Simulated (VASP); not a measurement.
Input of a VASP 6.6.1 run:

Contents of INCAR:

```
  PREC = Accurate
  ENCUT = 520
  EDIFF = 1E-6
  ISMEAR = -1
  SIGMA = 0.1
  LREAL = False
  LASPH = True
  NELM = 60
  ALGO = Normal
  ISIF = 2
  LWAVE = False
  LCHARG = False
  GGA = PS
  NBANDS = 12
```

Contents of KPOINTS:

```
regular mesh
0
Gamma
  10 10 10
```

File POSCAR:

```
Y
1.0
    0.0000000000      2.2526001733      2.2526001733
    2.2526001733      0.0000000000      2.2526001733
    2.2526001733      2.2526001733      0.0000000000
Y
1
Direct
    0.0000000000      0.0000000000      0.0000000000
```

Potentials or basis: VASP PAW PBE potentials, release 64 (Y_sv).

The run is started by

```sh
$ cat potpaw_PBE.64/Y_sv/POTCAR > POTCAR
$ mpirun -np 1 vasp_std > vasp.out
```

Question: Estimate the pressure.

Answer: 19.6 GPa.

Caveat: the PAW data sets were made with another functional, which shifts forces and pressure a little.
